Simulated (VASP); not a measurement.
# CdSe (Fm-3m) in VASP: notebook, part 2 of 2

VASP 6.6.1. The steps go on from the part before.

### Step 5. Single point, LDA

This run uses another cell than the first one, of 23.26 Å³/atom, 1.043 times its volume.

Contents of INCAR:

```
ALGO = Normal
EDIFF = 1E-6
ENCUT = 520
ISIF = 2
ISMEAR = -1
LASPH = T
LCHARG = F
LREAL = F
LWAVE = F
NBANDS = 16
NELM = 80
PREC = Accurate
SIGMA = 0.05
```

Contents of KPOINTS:

```
k-points
0
Gamma
  8 8 8
```

Contents of POSCAR:

```
CdSe
1.0
    0.0000000000      2.8546691101      2.8546691101
    2.8546691101      0.0000000000      2.8546691101
    2.8546691101      2.8546691101      0.0000000000
Cd Se
1 1
Direct
    0.0000000000      0.0000000000      0.0000000000
    0.5000000000      0.5000000000      0.5000000000
```

Potentials or basis: VASP PAW LDA potentials, release 64 (Cd, Se).

On the command line:

```
$ cat potpaw_LDA.64/Cd/POTCAR potpaw_LDA.64/Se/POTCAR > POTCAR
$ mpirun -np 1 vasp_std > vasp.out
```

OUTCAR:

```text
EDIFF = 1E-6
   ENCUT = 520
   ISIF = 2
   ISMEAR = -1
   LASPH = T
   LREAL = F
   NELM = 80
   PREC = Accurate

 ion  position               nearest neighbor table
   1  0.000  0.000  0.000-   2 2.85   2 2.85   2 2.85   2 2.85   2 2.85   2 2.85
   2  0.500  0.500  0.500-   1 2.85   1 2.85   1 2.85   1 2.85   1 2.85   1 2.85

  LATTYP: Found a face centered cubic cell.
 ALAT       =     5.7093382202

  Lattice vectors:

 A1 = (   0.0000000000,   2.8546691101,   2.8546691101)
 A2 = (   2.8546691101,   0.0000000000,   2.8546691101)
 A3 = (   2.8546691101,   2.8546691101,   0.0000000000)

Analysis of symmetry for initial positions (statically):
=====================================================================
 Subroutine PRICEL returns:
 Original cell was already a primitive cell.

 Routine SETGRP: Setting up the symmetry group for a
 face centered cubic supercell.

 Subroutine GETGRP returns: Found 48 space group operations
 (whereof 48 operations were pure point group operations)
 out of a pool of 48 trial point group operations.

The static configuration has the point symmetry O_h .

Analysis of symmetry for dynamics (positions and initial velocities):
=====================================================================
 Subroutine PRICEL returns:
 Original cell was already a primitive cell.

 Routine SETGRP: Setting up the symmetry group for a
 face centered cubic supercell.

 Subroutine GETGRP returns: Found 48 space group operations
 (whereof 48 operations were pure point group operations)
 out of a pool of 48 trial point group operations.

The dynamic configuration has the point symmetry O_h .

 Subroutine INISYM returns: Found 48 space group operations
 (whereof 48 operations are pure point group operations),
 and found     1 'primitive' translations

----------------------------------------------------------------------------------------

                                     Primitive cell

  volume of cell :      46.5262

  direct lattice vectors                    reciprocal lattice vectors
     0.000000000  2.854669110  2.854669110    -0.175151648  0.175151648  0.175151648
     2.854669110  0.000000000  2.854669110     0.175151648 -0.175151648  0.175151648
     2.854669110  2.854669110  0.000000000     0.175151648  0.175151648 -0.175151648

  length of vectors
     4.037111772  4.037111772  4.037111772     0.303371554  0.303371554  0.303371554

  position of ions in fractional coordinates (direct lattice)
     0.000000000  0.000000000  0.000000000
     0.500000000  0.500000000  0.500000000

  ion indices of the primitive-cell ions
   primitive index   ion index
                 1           1
                 2           2

----------------------------------------------------------------------------------------

 KPOINTS: k-points

Automatic generation of k-mesh.
 Grid dimensions read from file:
 generate k-points for:    8    8    8

 Generating k-lattice:

  Cartesian coordinates                     Fractional coordinates (reciprocal lattice)
    -0.021893956  0.021893956  0.021893956     0.125000000  0.000000000  0.000000000
     0.021893956 -0.021893956  0.021893956     0.000000000  0.125000000  0.000000000
     0.021893956  0.021893956 -0.021893956     0.000000000  0.000000000  0.125000000

  Length of vectors
     0.037921444  0.037921444  0.037921444

  Shift w.r.t. Gamma in fractional coordinates (k-lattice)
     0.000000000  0.000000000  0.000000000

 Subroutine IBZKPT returns following result:
 ===========================================

 Found     29 irreducible k-points:

 Following reciprocal coordinates:
            Coordinates               Weight
  0.000000  0.000000  0.000000      1.000000
  0.125000  0.000000  0.000000      8.000000
  0.250000  0.000000  0.000000      8.000000
  0.375000  0.000000  0.000000      8.000000
  0.500000  0.000000  0.000000      4.000000
  0.125000  0.125000  0.000000      6.000000
[... 16 lines left out ...]
  0.500000  0.250000  0.125000     48.000000
 -0.375000  0.250000  0.125000     24.000000
 [... further k-points ...]
   k-points           NKPTS =     29   k-points in BZ     NKDIM =     29   number of bands    NBANDS=     16
   number of dos      NEDOS =    301   number of ions     NIONS =      2
   total plane-waves  NPLWV =  27000
   dimension x,y,z NGX =    30 NGY =   30 NGZ =   30
   dimension x,y,z NGXF=    60 NGYF=   60 NGZF=   60
   ions per type =               1   1
   NGX,Y,Z   is equivalent  to a cutoff of  12.35, 12.35, 12.35 a.u.
   NGXF,Y,Z  is equivalent  to a cutoff of  24.71, 24.71, 24.71 a.u.
 SYSTEM =  unknown system
   PREC   = accura    normal or accurate (medium, high low for compatibility)
   ISTART =      0    job   : 0-new  1-cont  2-samecut
   ICHARG =      2    charge: 1-file 2-atom 10-const
   ISPIN  =      1    spin polarized calculation?
   LNONCOLLINEAR =      F non collinear calculations
   LSORBIT =      F    spin-orbit coupling
   LASPH  =      T    aspherical Exc in radial PAW
   ENCUT  =  520.0 eV  38.22 Ry    6.18 a.u.   7.51  7.51  7.51*2*pi/ulx,y,z
   NELM   =     80;   NELMIN=  2; NELMDL= -5     # of ELM steps
   EDIFF  = 0.1E-05   stopping-criterion for ELM
   LREAL  =      F    real-space projection
   EDIFFG = 0.1E-04   stopping-criterion for IOM
   NSW    =      0    number of steps for IOM
   IBRION =     -1    ionic relax: 0-MD 1-quasi-New 2-CG
   NFREE  =      0    steps in history (QN), initial steepest desc. (CG)
   ISIF   =      2    stress and relaxation
   ISYM   =      2    0-nonsym 1-usesym 2-fastsym
   POTIM  = 0.5000    time-step for ionic-motion
   TEBEG  =    0.0;   TEEND  =   0.0 temperature during run
   PSTRESS=    0.0 pullay stress
   NELECT =      18.0000    total number of electrons
   NUPDOWN=      -1.0000    fix difference up-down
   EMIN   =  10.00;   EMAX   =-10.00  energy-range for DOS
   EFERMI =   0.00;   METHOD = LEGACY
   ISMEAR =    -1;   SIGMA  =   0.05  broadening in eV -4-tet -1-fermi 0-gaus
   EFERMI_NEDOS =   21; number of points for ismear=-14 and -15
   IALGO  =     38    algorithm
   IMIX   =      4    mixing-type and parameters
     AMIX     =   0.40;   BMIX     =  1.00
     AMIX_MAG =   1.60;   BMIX_MAG =  1.00
  volume/ion in A,a.u.               =      23.26       156.99
  Fermi-wavevector in a.u.,A,eV,Ry     =   1.192889  2.254233 19.360862  1.422983
  Thomas-Fermi vector in A             =   2.328916
   LORBIT       =      0    0 simple, 1 ext, 2 COOP (PROOUT), +10 PAW based schemes
   GGA     = CA    functional components
   LHFCALC =     F    Hartree Fock is set to
   AEXX    =    0.0000 exact exchange contribution
   IVDW    =     0    specifies the selected vdW correction
   LEPSILON=     F    determine dielectric tensor
   LRPA    =     F    only Hartree local field effects (RPA)
 non-spin polarized calculation
  energy-cutoff  :      520.00
  volume of cell :       46.53
 maximum number of plane-waves:      1283
   NGX = 15   NGY = 15   NGZ = 15

 number of electron      18.0000000 magnetization

 Free energy of the ion-electron system (eV)
  ---------------------------------------------------
  ext. energy  EPLUGINS =         0.00000000
  ---------------------------------------------------
  free energy    TOTEN  =        -6.55421297 eV

  energy without entropy =       -6.55040327  energy(sigma->0) =       -6.55230812

 E-fermi :   2.4369     XC(G=0): -10.4204

 val. band max:        2.3468923223   @ k =  -0.2500   0.1250   0.0000
 cond. band min:       2.5423593979   @ k =   0.3750   0.3750   0.0000
 fundamental gap:      0.1954670756
 Fermi energy:         2.4369410371

 k-point     1 :       0.0000    0.0000    0.0000
  band No.  band energies     occupation
      1     -10.6957      2.00000
      2      -5.6062      2.00000
      3      -5.6062      2.00000
      4      -5.5861      2.00000
      5      -5.5861      2.00000
      6      -5.5861      2.00000
[... 8 lines left out ...]
     15      11.9991      0.00000
     16      11.9991      0.00000
[... 419 lines left out ...]
 k-point    24 :      -0.3750    0.2500    0.1250
  band No.  band energies     occupation
      1      -9.7485      2.00000
      2      -5.7765      2.00000
      3      -5.6482      2.00000
      4      -5.6244      2.00000
      5      -5.4266      2.00000
      6      -5.3666      2.00000
[... 8 lines left out ...]
     15      13.4595      0.00000
     16      16.3094      0.00000

 [... further k-points ...]

------------------------ aborting loop because EDIFF is reached ----------------------------------------

  FORCE on cell =-STRESS in cart. coord.  units (eV):
  Direction    XX          YY          ZZ          XY          YZ          ZX
  --------------------------------------------------------------------------------------
  -------------------------------------------------------------------------------------
  Total       -1.3158210     -1.3158210     -1.3158210      0.0000000      0.0000000      0.0000000
  in kB      -45.3116687    -45.3116687    -45.3116687      0.0000000      0.0000000      0.0000000
  external PRESSURE =     -45.3116687 kB  Pullay stress =       0.0000000 kB

 VOLUME and BASIS-vectors are now :
 -----------------------------------------------------------------------------
  energy-cutoff  :      520.00
  volume of cell :       46.53
      direct lattice vectors                 reciprocal lattice vectors
     0.000000000  2.854669110  2.854669110    -0.175151648  0.175151648  0.175151648
     2.854669110  0.000000000  2.854669110     0.175151648 -0.175151648  0.175151648
     2.854669110  2.854669110  0.000000000     0.175151648  0.175151648 -0.175151648

 POSITION                                       TOTAL-FORCE (eV/Angst)
 -----------------------------------------------------------------------------------
      0.00000      0.00000      0.00000        -0.000000      0.000000      0.000000
      2.85467      2.85467      2.85467         0.000000     -0.000000     -0.000000
 -----------------------------------------------------------------------------------
    total drift:                               -0.000000      0.000000      0.000000

  FREE ENERGIE OF THE ION-ELECTRON SYSTEM (eV)
  ---------------------------------------------------
  free  energy   TOTEN  =        -6.5542129699 eV

  energy  without entropy=       -6.5504032719  energy(sigma->0) =       -6.55230812
```

stdout:

```text
POSCAR found type information on POSCAR CdSe
 POSCAR found :  2 types and       2 ions
 scaLAPACK will be used
 LDA part: xc-table for (Slater(with rela. corr.)+CA(PZ))
 , standard interpolation
 POSCAR, INCAR and KPOINTS ok, starting setup
 FFT: planning ... GRIDC
 FFT: planning ... GRID_SOFT
 FFT: planning ... GRID
 WAVECAR not read
 entering main loop
```

Wall time 18 s (1 thread of Intel Xeon Platinum 8259CL at 2.50GHz (Skylake/Cascade Lake), shared host); peak memory 0.15 GiB.

What came out:

```yaml
Free_energy: -6.5542 eV
Pressure: -4.5 GPa
Band_gap_on_the_k_mesh: zero (band 9 reaches 2.35 eV, above the bottom of band 10 at 1.70 eV)
```

### Step 6. Summary

| level | potentials or basis | cell | gap on the mesh (eV) | pressure (GPa) |
| --- | --- | --- | --- | --- |
| LDA | VASP PAW LDA potentials, release 64 (Cd, Se) | a = 3.981 Å, angles 60.0°, 2 atoms | none | -2.0 |
| PBEsol | VASP PAW PBE potentials, release 64 (Cd, Se) | a = 3.981 Å, angles 60.0°, 2 atoms | none | 0.4 |
| LDA | VASP PAW LDA potentials, release 64 (Cd, Se) | a = 4.009 Å, angles 60.0°, 2 atoms | none | -3.3 |
| LDA | VASP PAW LDA potentials, release 64 (Cd, Se) | a = 4.037 Å, angles 60.0°, 2 atoms | none | -4.5 |

Alike in all rows: task single point; no spin polarisation; k mesh 8 × 8 × 8; cutoff (eV) 520; smearing fermi-dirac 0.05 eV.

Caveats: the PAW data sets were made with another functional, which shifts forces and pressure a little (some runs).

Total energies depend on the potentials used, so only differences within one code and one set of settings carry meaning.
